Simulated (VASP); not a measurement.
Runs of VASP 6.6.1 on SnO2. The typed cell holds 6 atoms: a = 4.761 Å, b = 4.761 Å, c = 3.200 Å, α = 90.00°, β = 90.00°, γ = 90.00°. 

```tsv
level	k mesh	smearing	grid for exact exchange (PRECFOCK)	share of exact exchange	gap on the mesh (eV)	pressure (GPa)	largest force (eV/Å)
r2SCAN	4 × 4 × 6	gaussian 0.05 eV	-	-	1.79	1.1	0.02
r2SCAN	4 × 4 × 6	methfessel-paxton 0.5 eV	-	-	1.81	1.0	0.04
r2SCAN	4 × 4 × 6	gaussian 0.01 eV	-	-	1.79	1.1	0.02
r2SCAN+D3(BJ)	4 × 4 × 6	gaussian 0.01 eV	-	-	1.79	(b)	0.02
HF	2 × 2 × 4	gaussian 0.01 eV	Fast	1	(a)	-7.5	0.06
r2SCAN	5 × 5 × 5	gaussian 0.01 eV	-	-	1.79	1.1	0.02
r2SCAN	4 × 4 × 6	methfessel-paxton 0.2 eV	-	-	1.79	1.1	0.02
```

Alike in all rows: task single point; potentials or basis VASP PAW PBE potentials, release 64 (Sn_d, O); no spin polarisation; cell as given; cutoff (eV) 520.

**Question.** Fill in the values left out.

**Answer.** (a) 12.23; (b) -0.3.

Caveats: some runs use coarse meshes; the PAW data sets were made with another functional, which shifts forces and pressure a little; spin-orbit coupling is left out, which moves the levels of the heavy elements; the smearing spreads over this small gap (at least some runs).

A k mesh can miss the band edges, and the runs leave out spin-orbit coupling on Sn.
